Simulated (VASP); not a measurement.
**Li: relaxation of cell and atoms with PBEsol**

Li:

```
Li
1.0
     3.11100    0.00000    0.00000
    -1.55550    2.69421    0.00000
     0.00000    0.00000    5.09300
Li
2
Direct
  0.66667 0.33333 0.75000
  0.33333 0.66667 0.25000
```

This isn't the form of Li at room conditions, which is bcc.

| Property | Result |
| --- | --- |
| Program | VASP 6.6.1 |
| Task | relaxation of cell and atoms |
| Functional | PBEsol |
| Potentials or basis | VASP PAW PBE potentials, release 64 (Li_sv) |
| Cutoff | 600 eV |
| k mesh | 10 × 10 × 5 |
| Occupations | fermi-dirac, width 0.05 eV |
| Spin | no spin polarisation |
| Target pressure | 10 GPa |
| Dipole correction | no |
| Further INCAR settings | ALGO = Normal; EDIFF = 1e-07; IBRION = 2; EDIFFG = -0.01; NSW = 60; ISIF = 3 |

- Relaxed volume: 13.70 Å³/atom
- Relaxed cell: a = 2.689 Å, b = 2.689 Å, c = 4.376 Å, α = 90.00°, β = 90.00°, γ = 120.00°
- Space group after relaxing (to 0.1 Å): P6_3/mmc (No. 194)
- Energy change on relaxing (the run minimises the enthalpy): +141.6 meV/atom
- Ionic steps: 7
- Pressure after relaxing: 9.9 GPa
- Band gap on the k mesh: zero (bands 3 and 4 overlap by 3.87 eV)

Step by step:
| step | energy change (eV) | largest force (eV/Å) | pressure (GPa) | volume (Å³) |
| --- | --- | --- | --- | --- |
| 1 | 0.0000 | 0.0000 | -0.81 | 42.69 |
| 2 | 0.0325 | 0.0000 | 2.62 | 34.39 |
| 3 | 0.1827 | 0.0000 | 7.29 | 29.28 |
| 4 | 0.3002 | 0.0000 | 10.37 | 27.13 |
| 5 | 0.2833 | 0.0000 | 9.94 | 27.40 |
| 6 | 0.2833 | 0.0000 | 9.94 | 27.40 |
| 7 | 0.2832 | 0.0000 | 9.94 | 27.40 |

Final structure:
```
Li
1.0
     2.68852    0.00000    0.00000
    -1.34426    2.32832    0.00000
     0.00000    0.00000    4.37648
Li
2
Direct
  0.66667 0.33333 0.75000
  0.33333 0.66667 0.25000
```

Levels at points of the mesh, in eV from the Fermi level:
```csv
k point,band 1,band 2,band 3,band 4,band 5,band 6
"(0.00, 0.00, 0.00)",-45.33,-45.25,-3.99,-0.20,4.51,16.24
"(0.50, 0.00, 0.00)",-45.25,-45.22,-0.24,1.56,5.96,7.34
```

Wall time 100 s on 1 thread of Intel Xeon 8259CL (shared host), peak memory 0.17 GiB.

Caveat: the cutoff is under 1.25 times the usual one of these potentials, so pressure, stress and relaxed cells hold a basis-set (Pulay) error; the cell is relaxed towards a set pressure, so the run minimises the enthalpy, not the energy; the volume moved by over 15 % at a fixed basis, so the end points are rough; the PAW data sets were made with another functional, which shifts forces and pressure a little.
